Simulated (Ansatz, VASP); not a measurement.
## MgO in VASP and in Ansatz

```
CELL_PARAMETERS angstrom
4.21494 0.00000 0.00000
0.00000 -4.21494 0.00000
0.00000 0.00000 -4.21494
ATOMIC_POSITIONS crystal
Mg 0.00000 0.00000 0.12574
Mg 0.50000 0.50000 0.00000
Mg 0.50000 0.00000 0.50000
Mg 0.00000 0.50000 0.50000
O 0.50000 0.00000 0.00000
O 0.00000 0.50000 0.00000
O 0.00000 0.00000 0.50000
O 0.50000 0.50000 0.50000
```

Alike in both runs: task single point; functional PBEsol; k mesh 6 × 6 × 6; occupations gaussian, width 0.05 eV; no spin polarisation.

|  | VASP | Ansatz |
| --- | --- | --- |
| version | VASP 6.6.1 | Ansatz 0.2.0 |
| potentials or method | VASP PAW PBE potentials, release 64 (Mg, O), cutoff 520 eV | scalar-relativistic, plane waves, PAW |
| valence electrons in the cell | 32 | 64 |

VASP gave:

- gap on the k mesh at the Fermi level (eV): 4.52
- least direct gap on the mesh (eV): 4.52
- pressure (GPa): 11.4
- traceless stress, the component that is largest in VASP (GPa): 21.70
- rms of the force components (eV/Å): 3.306

Question: Which values does Ansatz return?

Answer: gap on the k mesh at the Fermi level (eV): 4.52; least direct gap on the mesh (eV): 4.52; pressure (GPa): 11.2; traceless stress, the component that is largest in VASP (GPa): 20.54; rms of the force components (eV/Å): 3.147.

VASP's potentials were made for PBE, not for PBEsol, and Ansatz warns of the same on its side. Atom by atom the forces differ by 0.160 eV/Å (rms over components). VASP's potentials hold 32 valence electrons a cell and Ansatz's 64, so a difference there can come from the potentials and not from the codes.
